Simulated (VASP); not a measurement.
# Si3C (R3m) in VASP: a series of runs

Aim: see how the results for Si3C move with the level of theory and the settings. Levels: PBE, r2SCAN. Tasks: single point, relaxation of cell and atoms.

All numbers are computed with VASP 6.6.1; they aren't measurements. Logs are shortened: lines on timing, memory, paths and dates and some standing lists are left out, and cuts for length are marked.

## Step 1: The cell of the first run

Symmetry: R3m, No. 160, trigonal system. The conventional cell has a = 3.362 Å, b = 3.362 Å, c = 17.922 Å, α = 90.00°, β = 90.00°, γ = 120.00°. C (site symmetry 3m) has 4 Si at 1.92 to 2.02 Å within 2.5 Å. Within 3.0 Å of Si (site symmetry 3m) lie 4 Si at 2.25 to 2.35 Å. Si (site symmetry 3m) has 3 C at 2.02 Å and 1 Si at 2.35 Å within 2.7 Å. Si (site symmetry 3m) has 1 C at 1.92 Å and 3 Si at 2.25 Å within 2.5 Å.

## Step 2: Single point, PBE

INCAR reads:

```
PREC     = Accurate       # precision mode
ENCUT    = 520            # plane-wave cutoff, eV
EDIFF    = 1E-7           # SCF threshold, eV
ISMEAR   = -1             # smearing method
SIGMA    = 0.02           # smearing width, eV
LREAL    = F              # projectors in reciprocal space
LASPH    = T              # aspherical terms in the spheres
NELM     = 100            # most SCF steps
ALGO     = Normal         # electronic algorithm
ISIF     = 2              # what is computed and relaxed
LWAVE    = F              # write WAVECAR
LCHARG   = T              # write CHGCAR
GGA      = PE             # functional
LELF     = T              # ELF
LVHAR    = T            
NBANDS   = 16             # bands
```

KPOINTS reads:

```
Automatic mesh
0
Gamma
  8 8 8
```

POSCAR reads:

```
Si3C
1.0
    1.6808451167      0.9704363806      5.9740844308
   -1.6808451167      0.9704363806      5.9740844308
    0.0000000000     -1.9408727611      5.9740844308
C Si
1 3
Direct
    0.9992481165     -0.0007518835     -0.0007518835
    0.4949195162      0.4949195162      0.4949195162
    0.3635505630      0.3635505630      0.3635505630
    0.8922818043      0.8922818043      0.8922818043
```

Potentials or basis: VASP PAW PBE potentials, release 64 (C, Si).

Run with:

```
$ cat potpaw_PBE.64/C/POTCAR potpaw_PBE.64/Si/POTCAR > POTCAR
$ mpirun -np 1 vasp_std > vasp.out
```

OUTCAR:

```text
PREC = Accurate
   ENCUT = 520
   EDIFF = 1E-7
   ISMEAR = -1
   LREAL = F
   LASPH = T
   NELM = 100
   ISIF = 2
   GGA = PE

 ion  position               nearest neighbor table
   1  0.999  0.999  0.999-   4 1.92   3 2.02   3 2.02   3 2.02
   2  0.495  0.495  0.495-   4 2.25   4 2.25   4 2.25   3 2.35
   3  0.364  0.364  0.364-   1 2.02   1 2.02   1 2.02   2 2.35   4 3.14   4 3.14   4 3.14
   4  0.892  0.892  0.892-   1 1.92   2 2.25   2 2.25   2 2.25   3 3.14   3 3.14   3 3.14

  LATTYP: Found a trigonal (rhomboedric) cell.
 ALAT       =     6.2814545976
 COS(alpha) =     0.8567927718

  Lattice vectors:

 A1 = (   1.6808451167,   0.9704363806,   5.9740844308)
 A2 = (  -1.6808451167,   0.9704363806,   5.9740844308)
 A3 = (   0.0000000000,  -1.9408727611,   5.9740844308)

Analysis of symmetry for initial positions (statically):
=====================================================================
 Subroutine PRICEL returns:
 Original cell was already a primitive cell.

 Routine SETGRP: Setting up the symmetry group for a
 trigonal (rhombohedral) supercell.

 Subroutine GETGRP returns: Found  6 space group operations
 (whereof  6 operations were pure point group operations)
 out of a pool of 12 trial point group operations.

The static configuration has the point symmetry C_3v.

Analysis of symmetry for dynamics (positions and initial velocities):
=====================================================================
 Subroutine PRICEL returns:
 Original cell was already a primitive cell.

 Routine SETGRP: Setting up the symmetry group for a
 trigonal (rhombohedral) supercell.

 Subroutine GETGRP returns: Found  6 space group operations
 (whereof  6 operations were pure point group operations)
 out of a pool of 12 trial point group operations.

The dynamic configuration has the point symmetry C_3v.

 Subroutine INISYM returns: Found  6 space group operations
 (whereof  6 operations are pure point group operations),
 and found     1 'primitive' translations

----------------------------------------------------------------------------------------

                                     Primitive cell

  volume of cell :      58.4679

  direct lattice vectors                    reciprocal lattice vectors
     1.680845117  0.970436381  5.974084431     0.297469407  0.171744042  0.055796555
    -1.680845117  0.970436381  5.974084431    -0.297469407  0.171744042  0.055796555
     0.000000000 -1.940872761  5.974084431     0.000000000 -0.343488084  0.055796555

  length of vectors
     6.281454598  6.281454598  6.281454598     0.347990402  0.347990402  0.347990402

  position of ions in fractional coordinates (direct lattice)
     0.999248116  0.999248116  0.999248116
     0.494919516  0.494919516  0.494919516
     0.363550563  0.363550563  0.363550563
     0.892281804  0.892281804  0.892281804

  ion indices of the primitive-cell ions
   primitive index   ion index
                 1           1
                 2           2
                 3           3
                 4           4

----------------------------------------------------------------------------------------

 KPOINTS: Automatic mesh

Automatic generation of k-mesh.
 Grid dimensions read from file:
 generate k-points for:    8    8    8

 Generating k-lattice:

  Cartesian coordinates                     Fractional coordinates (reciprocal lattice)
     0.037183676  0.021468005  0.006974569     0.125000000  0.000000000  0.000000000
    -0.037183676  0.021468005  0.006974569     0.000000000  0.125000000  0.000000000
     0.000000000 -0.042936011  0.006974569    -0.000000000 -0.000000000  0.125000000

  Length of vectors
     0.043498800  0.043498800  0.043498800

  Shift w.r.t. Gamma in fractional coordinates (k-lattice)
     0.000000000  0.000000000  0.000000000

 Subroutine IBZKPT returns following result:
 ===========================================

 Found     65 irreducible k-points:

 Following reciprocal coordinates:
            Coordinates               Weight
  0.000000  0.000000  0.000000      1.000000
  0.125000  0.000000  0.000000      6.000000
  0.250000  0.000000  0.000000      6.000000
  0.375000  0.000000  0.000000      6.000000
  0.500000  0.000000  0.000000      3.000000
  0.125000  0.125000  0.000000      6.000000
[... 16 lines left out ...]
  0.250000  0.125000  0.125000      6.000000
  0.375000  0.125000  0.125000      6.000000
 [... further k-points ...]
   k-points           NKPTS =     65   k-points in BZ     NKDIM =     65   number of bands    NBANDS=     16
   number of dos      NEDOS =    301   number of ions     NIONS =      4
   total plane-waves  NPLWV = 110592
   dimension x,y,z NGX =    48 NGY =   48 NGZ =   48
   dimension x,y,z NGXF=    96 NGYF=   96 NGZF=   96
   ions per type =               1   3
   NGX,Y,Z   is equivalent  to a cutoff of  12.70, 12.70, 12.70 a.u.
   NGXF,Y,Z  is equivalent  to a cutoff of  25.41, 25.41, 25.41 a.u.
 SYSTEM =  unknown system
   PREC   = accura    normal or accurate (medium, high low for compatibility)
   ISTART =      0    job   : 0-new  1-cont  2-samecut
   ICHARG =      2    charge: 1-file 2-atom 10-const
   ISPIN  =      1    spin polarized calculation?
   LNONCOLLINEAR =      F non collinear calculations
   LSORBIT =      F    spin-orbit coupling
   LASPH  =      T    aspherical Exc in radial PAW
   ENCUT  =  520.0 eV  38.22 Ry    6.18 a.u.  11.68 11.68 11.68*2*pi/ulx,y,z
   NELM   =    100;   NELMIN=  2; NELMDL= -5     # of ELM steps
   EDIFF  = 0.1E-06   stopping-criterion for ELM
   LREAL  =      F    real-space projection
   EDIFFG = 0.1E-05   stopping-criterion for IOM
   NSW    =      0    number of steps for IOM
   IBRION =     -1    ionic relax: 0-MD 1-quasi-New 2-CG
   NFREE  =      0    steps in history (QN), initial steepest desc. (CG)
   ISIF   =      2    stress and relaxation
   ISYM   =      2    0-nonsym 1-usesym 2-fastsym
   POTIM  = 0.5000    time-step for ionic-motion
   TEBEG  =    0.0;   TEEND  =   0.0 temperature during run
   PSTRESS=    0.0 pullay stress
   NELECT =      16.0000    total number of electrons
   NUPDOWN=      -1.0000    fix difference up-down
   EMIN   =  10.00;   EMAX   =-10.00  energy-range for DOS
   EFERMI =   0.00;   METHOD = LEGACY
   ISMEAR =    -1;   SIGMA  =   0.02  broadening in eV -4-tet -1-fermi 0-gaus
   EFERMI_NEDOS =   21; number of points for ismear=-14 and -15
   IALGO  =     38    algorithm
   IMIX   =      4    mixing-type and parameters
     AMIX     =   0.40;   BMIX     =  1.00
     AMIX_MAG =   1.60;   BMIX_MAG =  1.00
  volume/ion in A,a.u.               =      14.62        98.64
  Fermi-wavevector in a.u.,A,eV,Ry     =   1.062859  2.008512 15.370087  1.129669
  Thomas-Fermi vector in A             =   2.198324
   LORBIT       =      0    0 simple, 1 ext, 2 COOP (PROOUT), +10 PAW based schemes
   GGA     = PE    functional components
   LHFCALC =     F    Hartree Fock is set to
   AEXX    =    0.0000 exact exchange contribution
   IVDW    =     0    specifies the selected vdW correction
   LEPSILON=     F    determine dielectric tensor
   LRPA    =     F    only Hartree local field effects (RPA)
 non-spin polarized calculation
  energy-cutoff  :      520.00
  volume of cell :       58.47
 maximum number of plane-waves:      1600
   NGX = 23   NGY = 23   NGZ = 23

 number of electron      16.0000000 magnetization

 Free energy of the ion-electron system (eV)
  ---------------------------------------------------
  ext. energy  EPLUGINS =         0.00000000
  ---------------------------------------------------
  free energy    TOTEN  =       -24.26798539 eV

  energy without entropy =      -24.26682273  energy(sigma->0) =      -24.26740406

 E-fermi :   8.1446     XC(G=0): -10.3775

 val. band max:        8.1204262288   @ k =  -0.2500   0.3750   0.2500
 cond. band min:       8.1473053917   @ k =   0.3750   0.3750   0.0000
 fundamental gap:      0.0268791630
 Fermi energy:         8.1445864607

 k-point     1 :       0.0000    0.0000    0.0000
  band No.  band energies     occupation
      1      -7.1454      2.00000
      2      -3.6750      2.00000
      3      -1.1011      2.00000
      4       5.0177      2.00000
      5       5.0177      2.00000
      6       6.2386      2.00000
[... 8 lines left out ...]
     15      14.1296      0.00000
     16      15.6117      0.00000

 k-point     2 :       0.1250    0.0000    0.0000
  band No.  band energies     occupation
      1      -6.9277      2.00000
      2      -3.4619      2.00000
      3      -0.8830      2.00000
      4       3.8425      2.00000
      5       4.7522      2.00000
      6       6.0611      2.00000
[... 8 lines left out ...]
     15      15.0071      0.00000
     16      15.9023      0.00000

 k-point     3 :       0.2500    0.0000    0.0000
  band No.  band energies     occupation
      1      -6.3001      2.00000
      2      -2.8461      2.00000
      3      -0.3632      2.00000
      4       2.0046      2.00000
      5       4.2218      2.00000
      6       4.8206      2.00000
[... 8 lines left out ...]
     15      14.9869      0.00000
     16      15.1906      0.00000

 k-point     4 :       0.3750    0.0000    0.0000
  band No.  band energies     occupation
      1      -5.3883      2.00000
      2      -2.0677      2.00000
      3      -0.4877      2.00000
      4       1.5356      2.00000
      5       2.5947      2.00000
      6       3.7907      2.00000
[... 8 lines left out ...]
     15      15.3393      0.00000
     16      15.3544      0.00000
[... 324 lines left out ...]
 k-point    22 :       0.1250    0.1250    0.1250
  band No.  band energies     occupation
      1      -7.1171      2.00000
      2      -3.8649      2.00000
      3      -0.7882      2.00000
      4       5.0189      2.00000
      5       5.0189      2.00000
      6       5.6872      2.00000
[... 8 lines left out ...]
     15      14.1937      0.00000
     16      15.7318      0.00000

 k-point    23 :       0.2500    0.1250    0.1250
  band No.  band energies     occupation
      1      -6.8831      2.00000
      2      -3.7459      2.00000
      3      -0.3983      2.00000
      4       3.8151      2.00000
      5       4.7630      2.00000
      6       5.4176      2.00000
[... 8 lines left out ...]
     15      14.5357      0.00000
     16      15.8567      0.00000

 k-point    24 :       0.3750    0.1250    0.1250
  band No.  band energies     occupation
      1      -6.2461      2.00000
      2      -3.1819      2.00000
      3       0.1755      2.00000
      4       2.0550      2.00000
      5       4.2294      2.00000
      6       4.8200      2.00000
[... 8 lines left out ...]
     15      14.9140      0.00000
     16      15.5576      0.00000

 [... further k-points ...]

------------------------ aborting loop because EDIFF is reached ----------------------------------------

  FORCE on cell =-STRESS in cart. coord.  units (eV):
  Direction    XX          YY          ZZ          XY          YZ          ZX
  --------------------------------------------------------------------------------------
  -------------------------------------------------------------------------------------
  Total       -0.0048478     -0.0048478     -0.0534054      0.0000000     -0.0000000      0.0000000
  in kB       -0.1328429     -0.1328429     -1.4634511      0.0000000     -0.0000000      0.0000000
  external PRESSURE =      -0.5763790 kB  Pullay stress =       0.0000000 kB

 VOLUME and BASIS-vectors are now :
 -----------------------------------------------------------------------------
  energy-cutoff  :      520.00
  volume of cell :       58.47
      direct lattice vectors                 reciprocal lattice vectors
     1.680845117  0.970436381  5.974084431     0.297469407  0.171744042  0.055796555
    -1.680845117  0.970436381  5.974084431    -0.297469407  0.171744042  0.055796555
     0.000000000 -1.940872761  5.974084431     0.000000000 -0.343488084  0.055796555

 POSITION                                       TOTAL-FORCE (eV/Angst)
 -----------------------------------------------------------------------------------
      0.00000      0.00000     17.90878         0.000000     -0.000000     -0.008365
      0.00000      0.00000      8.87007         0.000000      0.000000      0.015605
      0.00000      0.00000      6.51565         0.000000      0.000000      0.009417
      0.00000      0.00000     15.99170         0.000000     -0.000000     -0.016657
 -----------------------------------------------------------------------------------
    total drift:                                0.000000     -0.000000      0.000242

  FREE ENERGIE OF THE ION-ELECTRON SYSTEM (eV)
  ---------------------------------------------------
  free  energy   TOTEN  =       -24.2679853923 eV

  energy  without entropy=      -24.2668227309  energy(sigma->0) =      -24.26740406
```

It took 4.4 min on 1 thread of Intel Xeon 8259CL, shared host; peak memory 0.32 GiB.

What came out:

| Property | Result |
| --- | --- |
| Free energy | -24.2680 eV |
| Pressure | -0.1 GPa |
| Largest force | 0.017 eV/Å |
| Band gap on the k mesh | zero (bands 8 and 9 overlap by 1.79 eV) |

Forces on the atoms (eV/Å):
```
C    0.000  0.000 -0.008
Si   0.000  0.000  0.016
Si   0.000  0.000  0.009
Si   0.000  0.000 -0.017
```

Stress tensor (GPa, compression positive):
```
-0.01  0.00  0.00
 0.00 -0.01  0.00
 0.00  0.00 -0.15
```

Levels at points of the mesh, in eV from the Fermi level:
```tsv
k point	band 5	band 6	band 7	band 8	band 9	band 10	band 11	band 12
(0.00, 0.00, 0.00)	-3.13	-1.91	0.11	1.02	1.02	2.36	3.47	3.47
(0.50, 0.00, 0.00)	-5.48	-4.84	-4.51	-1.52	0.75	1.84	2.45	4.61
(0.50, 0.50, 0.00)	-4.69	-4.60	-2.62	-1.12	-0.77	0.61	1.68	3.33
(0.50, 0.50, 0.50)	-3.12	-3.12	0.76	0.76	1.28	2.62	3.90	3.90
```

[end of part 1 of 2]
